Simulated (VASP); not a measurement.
# Mg (P6_3/mmc) in VASP: notebook

The runs below take Mg through single point, relaxation of cell and atoms, with PBEsol.

Everything below comes from runs of VASP 6.6.1. Logs are shortened: lines on timing, memory, paths and dates and some standing lists are left out, and cuts for length are marked.

### 1 The cell of the first run

Symmetry: P6_3/mmc, No. 194, hexagonal system. Conventional cell: a = 3.173 Å, b = 3.173 Å, c = 5.169 Å, α = 90.00°, β = 90.00°, γ = 120.00°. Mg (site symmetry -6m2) has 12 Mg at 3.17 Å within 4.2 Å.

### 2 Single point, PBEsol

Input file INCAR:

```
PREC = Accurate
ENCUT = 600
EDIFF = 1E-6
ISMEAR = -1
SIGMA = 0.05
LREAL = False
LASPH = True
NELM = 120
ALGO = Normal
ISIF = 2
LWAVE = False
LCHARG = False
GGA = PS
NBANDS = 9
GGA_COMPAT = False
```

Input file KPOINTS:

```
Automatic mesh
0
Gamma
  8 8 5
```

Input file POSCAR:

```
Mg
1.0
    3.1727272464      0.0000000000      0.0000000000
   -1.5863636232      2.7476623946      0.0000000000
    0.0000000000      0.0000000000      5.1693143759
Mg
2
Direct
    0.3333333333      0.6666666667      0.2500000000
    0.6666666667      0.3333333333      0.7500000000
```

Potentials or basis: VASP PAW PBE potentials, release 64 (Mg).

The run is started by

```sh
$ cat potpaw_PBE.64/Mg/POTCAR > POTCAR
$ mpirun -np 1 vasp_std > vasp.out
```

OUTCAR:

```text
PREC = Accurate
   ENCUT = 600
   EDIFF = 1E-6
   ISMEAR = -1
   LREAL = False
   LASPH = True
   NELM = 120
   ISIF = 2
   GGA = PS

 ion  position               nearest neighbor table
   1  0.333  0.667  0.250-   2 3.17   2 3.17   2 3.17   2 3.17   2 3.17   2 3.17
   2  0.667  0.333  0.750-   1 3.17   1 3.17   1 3.17   1 3.17   1 3.17   1 3.17

  LATTYP: Found a hexagonal cell.
 ALAT       =     3.1727272464
 C/A-ratio  =     1.6292968082

  Lattice vectors:

 A1 = (   3.1727272464,   0.0000000000,   0.0000000000)
 A2 = (  -1.5863636232,   2.7476623946,   0.0000000000)
 A3 = (   0.0000000000,   0.0000000000,   5.1693143759)

Analysis of symmetry for initial positions (statically):
=====================================================================
 Subroutine PRICEL returns:
 Original cell was already a primitive cell.

 Routine SETGRP: Setting up the symmetry group for a
 hexagonal supercell.

 Subroutine GETGRP returns: Found 24 space group operations
 (whereof 12 operations were pure point group operations)
 out of a pool of 24 trial point group operations.

The static configuration has the point symmetry D_3d.
 The point group associated with its full space group is D_6h.

Analysis of symmetry for dynamics (positions and initial velocities):
=====================================================================
 Subroutine PRICEL returns:
 Original cell was already a primitive cell.

 Routine SETGRP: Setting up the symmetry group for a
 hexagonal supercell.

 Subroutine GETGRP returns: Found 24 space group operations
 (whereof 12 operations were pure point group operations)
 out of a pool of 24 trial point group operations.

The dynamic configuration has the point symmetry D_3d.
 The point group associated with its full space group is D_6h.

 Subroutine INISYM returns: Found 24 space group operations
 (whereof 12 operations are pure point group operations),
 and found     1 'primitive' translations

----------------------------------------------------------------------------------------

                                     Primitive cell

  volume of cell :      45.0639

  direct lattice vectors                    reciprocal lattice vectors
     3.172727246  0.000000000  0.000000000     0.315186249  0.181972866  0.000000000
    -1.586363623  2.747662395  0.000000000     0.000000000  0.363945731  0.000000000
     0.000000000  0.000000000  5.169314376     0.000000000  0.000000000  0.193449252

  length of vectors
     3.172727246  3.172727246  5.169314376     0.363945731  0.363945731  0.193449252

  position of ions in fractional coordinates (direct lattice)
     0.333333333  0.666666667  0.250000000
     0.666666667  0.333333333  0.750000000

  ion indices of the primitive-cell ions
   primitive index   ion index
                 1           1
                 2           2

----------------------------------------------------------------------------------------

 KPOINTS: Automatic mesh

Automatic generation of k-mesh.
 Grid dimensions read from file:
 generate k-points for:    8    8    5

 Generating k-lattice:

  Cartesian coordinates                     Fractional coordinates (reciprocal lattice)
     0.039398281  0.022746608  0.000000000     0.125000000  0.000000000  0.000000000
     0.000000000  0.045493216  0.000000000     0.000000000  0.125000000  0.000000000
     0.000000000  0.000000000  0.038689850     0.000000000  0.000000000  0.200000000

  Length of vectors
     0.045493216  0.045493216  0.038689850

  Shift w.r.t. Gamma in fractional coordinates (k-lattice)
     0.000000000  0.000000000  0.000000000

 Subroutine IBZKPT returns following result:
 ===========================================

 Found     30 irreducible k-points:

 Following reciprocal coordinates:
            Coordinates               Weight
  0.000000  0.000000  0.000000      1.000000
  0.125000  0.000000  0.000000      6.000000
  0.250000  0.000000  0.000000      6.000000
  0.375000 -0.000000  0.000000      6.000000
  0.500000  0.000000  0.000000      3.000000
  0.125000  0.125000  0.000000      6.000000
[... 16 lines left out ...]
  0.250000  0.000000  0.400000     12.000000
  0.375000 -0.000000  0.400000     12.000000
 [... further k-points ...]
   k-points           NKPTS =     30   k-points in BZ     NKDIM =     30   number of bands    NBANDS=      9
   number of dos      NEDOS =    301   number of ions     NIONS =      2
   total plane-waves  NPLWV =  32928
   dimension x,y,z NGX =    28 NGY =   28 NGZ =   42
   dimension x,y,z NGXF=    56 NGYF=   56 NGZF=   84
   ions per type =               2
   NGX,Y,Z   is equivalent  to a cutoff of  14.67, 14.67, 13.51 a.u.
   NGXF,Y,Z  is equivalent  to a cutoff of  29.34, 29.34, 27.01 a.u.
 SYSTEM =  unknown system
   PREC   = accura    normal or accurate (medium, high low for compatibility)
   ISTART =      0    job   : 0-new  1-cont  2-samecut
   ICHARG =      2    charge: 1-file 2-atom 10-const
   ISPIN  =      1    spin polarized calculation?
   LNONCOLLINEAR =      F non collinear calculations
   LSORBIT =      F    spin-orbit coupling
   LASPH  =      T    aspherical Exc in radial PAW
   ENCUT  =  600.0 eV  44.10 Ry    6.64 a.u.   6.34  6.34 10.32*2*pi/ulx,y,z
   NELM   =    120;   NELMIN=  2; NELMDL= -5     # of ELM steps
   EDIFF  = 0.1E-05   stopping-criterion for ELM
   LREAL  =      F    real-space projection
   EDIFFG = 0.1E-04   stopping-criterion for IOM
   NSW    =      0    number of steps for IOM
   IBRION =     -1    ionic relax: 0-MD 1-quasi-New 2-CG
   NFREE  =      0    steps in history (QN), initial steepest desc. (CG)
   ISIF   =      2    stress and relaxation
   ISYM   =      2    0-nonsym 1-usesym 2-fastsym
   POTIM  = 0.5000    time-step for ionic-motion
   TEBEG  =    0.0;   TEEND  =   0.0 temperature during run
   PSTRESS=    0.0 pullay stress
   NELECT =       4.0000    total number of electrons
   NUPDOWN=      -1.0000    fix difference up-down
   EMIN   =  10.00;   EMAX   =-10.00  energy-range for DOS
   EFERMI =   0.00;   METHOD = LEGACY
   ISMEAR =    -1;   SIGMA  =   0.05  broadening in eV -4-tet -1-fermi 0-gaus
   EFERMI_NEDOS =   21; number of points for ismear=-14 and -15
   IALGO  =     38    algorithm
   IMIX   =      4    mixing-type and parameters
     AMIX     =   0.40;   BMIX     =  1.00
     AMIX_MAG =   1.60;   BMIX_MAG =  1.00
  volume/ion in A,a.u.               =      22.53       152.05
  Fermi-wavevector in a.u.,A,eV,Ry     =   0.730273  1.380016  7.255965  0.533298
  Thomas-Fermi vector in A             =   1.822202
   LORBIT       =      0    0 simple, 1 ext, 2 COOP (PROOUT), +10 PAW based schemes
   GGA     = PS    functional components
   LHFCALC =     F    Hartree Fock is set to
   AEXX    =    0.0000 exact exchange contribution
   IVDW    =     0    specifies the selected vdW correction
   LEPSILON=     F    determine dielectric tensor
   LRPA    =     F    only Hartree local field effects (RPA)
 non-spin polarized calculation
  energy-cutoff  :      600.00
  volume of cell :       45.06
 maximum number of plane-waves:      1521
 NGX is ok and might be reduce to    28
   NGX = 13   NGY = 13   NGZ = 21

 number of electron       4.0000000 magnetization

 Free energy of the ion-electron system (eV)
  ---------------------------------------------------
  ext. energy  EPLUGINS =         0.00000000
  ---------------------------------------------------
  free energy    TOTEN  =        -3.47671931 eV

  energy without entropy =       -3.47162574  energy(sigma->0) =       -3.47417252

 E-fermi :   2.6866     XC(G=0):  -8.5921

 val. band max:        2.6587770139   @ k =   0.2500   0.2500   0.2000
 cond. band min:       2.9481870533   @ k =   0.2500   0.1250   0.0000
 fundamental gap:      0.2894100393
 Fermi energy:         2.6865929617

 k-point     1 :       0.0000    0.0000    0.0000
  band No.  band energies     occupation
      1      -4.3202      2.00000
      2       0.9519      2.00000
      3       1.4229      2.00000
      4      13.7624      0.00000
      5      13.7624      0.00000
      6      13.9256      0.00000
      7      13.9256      0.00000
      8      14.5946      0.00000
      9      16.3366      0.00000

 k-point     2 :       0.1250    0.0000    0.0000
  band No.  band energies     occupation
      1      -4.0084      2.00000
      2       1.2366      2.00000
      3       1.7245      2.00000
      4      10.1864      0.00000
      5      12.0269      0.00000
      6      12.7649      0.00000
      7      14.9234      0.00000
      8      15.2998      0.00000
      9      15.9644      0.00000

 k-point     3 :       0.2500    0.0000    0.0000
  band No.  band energies     occupation
      1      -3.0791      2.00000
      2       2.0917      1.99999
      3       2.5934      1.73132
      4       6.5661      0.00000
      5      10.7281      0.00000
      6      10.7842      0.00000
      7      11.2811      0.00000
      8      13.0663      0.00000
      9      15.2069      0.00000

 k-point     4 :       0.3750   -0.0000    0.0000
  band No.  band energies     occupation
      1      -1.5511      2.00000
      2       2.9772      0.00596
      3       3.5194      0.00000
      4       4.4638      0.00000
      5       8.1293      0.00000
      6       8.5046      0.00000
      7       9.9510      0.00000
      8      11.5806      0.00000
      9      14.3178      0.00000
[... 205 lines left out ...]
 k-point    22 :       0.1250    0.0000    0.4000
  band No.  band energies     occupation
      1      -3.1118      2.00000
      2      -2.0031      2.00000
      3       6.5016      0.00000
      4       9.4689      0.00000
      5      11.0392      0.00000
      6      11.8672      0.00000
      7      12.7694      0.00000
      8      13.6922      0.00000
      9      14.4187      0.00000

 k-point    23 :       0.2500    0.0000    0.4000
  band No.  band energies     occupation
      1      -2.1914      2.00000
      2      -1.0943      2.00000
      3       6.8602      0.00000
      4       7.6986      0.00000
      5       8.3233      0.00000
      6      10.3728      0.00000
      7      11.4813      0.00000
      8      12.4263      0.00000
      9      12.9812      0.00000

 k-point    24 :       0.3750   -0.0000    0.4000
  band No.  band energies     occupation
      1      -0.6795      2.00000
      2       0.3930      2.00000
      3       4.0926      0.00000
      4       5.1225      0.00000
      5       8.7589      0.00000
      6      10.7030      0.00000
      7      10.9598      0.00000
      8      11.6459      0.00000
      9      12.3499      0.00000

 [... further k-points ...]

------------------------ aborting loop because EDIFF is reached ----------------------------------------

  FORCE on cell =-STRESS in cart. coord.  units (eV):
  Direction    XX          YY          ZZ          XY          YZ          ZX
  --------------------------------------------------------------------------------------
  -------------------------------------------------------------------------------------
  Total       -0.0110669     -0.0110669     -0.0100428      0.0000000     -0.0000000     -0.0000000
  in kB       -0.3934650     -0.3934650     -0.3570552      0.0000000     -0.0000000     -0.0000000
  external PRESSURE =      -0.3813284 kB  Pullay stress =       0.0000000 kB

 VOLUME and BASIS-vectors are now :
 -----------------------------------------------------------------------------
  energy-cutoff  :      600.00
  volume of cell :       45.06
      direct lattice vectors                 reciprocal lattice vectors
     3.172727246  0.000000000  0.000000000     0.315186249  0.181972866  0.000000000
    -1.586363623  2.747662395  0.000000000     0.000000000  0.363945731  0.000000000
     0.000000000  0.000000000  5.169314376     0.000000000  0.000000000  0.193449252

 POSITION                                       TOTAL-FORCE (eV/Angst)
 -----------------------------------------------------------------------------------
     -0.00000      1.83177      1.29233        -0.000000      0.000000      0.000000
      1.58636      0.91589      3.87699         0.000000     -0.000000      0.000000
 -----------------------------------------------------------------------------------
    total drift:                               -0.000000      0.000000     -0.000000

  FREE ENERGIE OF THE ION-ELECTRON SYSTEM (eV)
  ---------------------------------------------------
  free  energy   TOTEN  =        -3.4767193091 eV

  energy  without entropy=       -3.4716257363  energy(sigma->0) =       -3.47417252
```

Wall time 10 s (1 thread of AMD EPYC 7R43 (Zen 3), shared host); peak memory 0.13 GiB.

Results:

* Free energy: -3.4767 eV
* Pressure: 0.0 GPa
* Band gap on the k mesh: zero (bands 2 and 3 overlap by 2.28 eV)

Caveat: the PAW data sets were made with another functional, which shifts forces and pressure a little.

### 3 Relaxation of cell and atoms, PBEsol

This run uses another cell than the first one, of 23.24 Å³/atom.

Input file INCAR:

```
SYSTEM = Mg
PREC = Accurate
ENCUT = 600
EDIFF = 1E-7
ISMEAR = -1
SIGMA = 0.05
LREAL = .False.
LASPH = .True.
NELM = 120
ALGO = Normal
ISIF = 3
LWAVE = .False.
LCHARG = .False.
GGA = PS
IBRION = 2
NSW = 50
EDIFFG = -0.01
GGA_COMPAT = .False.
NELMIN = 4
```

Input file KPOINTS:

```
Automatic mesh
0
Gamma
  8 8 5
  0 0 0
```

Input file POSCAR:

```
Mg
1.0
    3.2093000000      0.0000000000      0.0000000000
   -1.6046500000      2.7793353284      0.0000000000
    0.0000000000      0.0000000000      5.2103000000
Mg
2
Direct
    0.3333333333      0.6666666667      0.2500000000
    0.6666666667      0.3333333333      0.7500000000
```

Potentials or basis: VASP PAW PBE potentials, release 64 (Mg).

The run is started by

```sh
$ cat potpaw_PBE.64/Mg/POTCAR > POTCAR
$ mpirun -np 1 vasp_std > vasp.out
```

It took 19 s on 1 thread of AMD EPYC 7R43 (Zen 3), shared host; peak memory 0.15 GiB.

Results (log left out):

| Property | Result |
| --- | --- |
| Free energy | -3.4767 eV |
| Relaxed volume | 22.51 Å³/atom |
| Relaxed cell | a = 3.172 Å, b = 3.172 Å, c = 5.166 Å, α = 90.00°, β = 90.00°, γ = 120.00° |
| Space group after relaxing (to 0.1 Å) | P6_3/mmc (No. 194) |
| Energy gained by relaxing | 2.7 meV/atom |
| Ionic steps | 3 |
| Pressure after relaxing | 0.0 GPa |
| Band gap on the k mesh | zero (bands 2 and 3 overlap by 2.27 eV) |

Step by step:
```tsv
step	energy change (eV)	largest force (eV/Å)	pressure (GPa)	volume (Å³)
1	0.0000	0.0000	-1.13	46.47
2	-0.0051	0.0000	-0.30	45.38
3	-0.0054	0.0000	-0.01	45.02
```

Final structure:
```xyz
2
Lattice="3.1725 0.0000 0.0000 -1.5862 2.7474 0.0000 0.0000 0.0000 5.1656" Properties=species:S:1:pos:R:3 pbc="T T T"
Mg    0.0000    1.8316    1.2914
Mg    1.5862    0.9158    3.8742
```

Levels at points of the mesh, in eV from the Fermi level:
```csv
k point,band 1,band 2,band 3,band 4,band 5,band 6
"(0.00, 0.00, 0.00)",-7.01,-1.73,-1.26,11.07,11.07,11.24
"(0.50, 0.00, 0.00)",-2.17,-2.13,2.68,3.02,3.32,3.74
```

Caveat: the PAW data sets were made with another functional, which shifts forces and pressure a little.
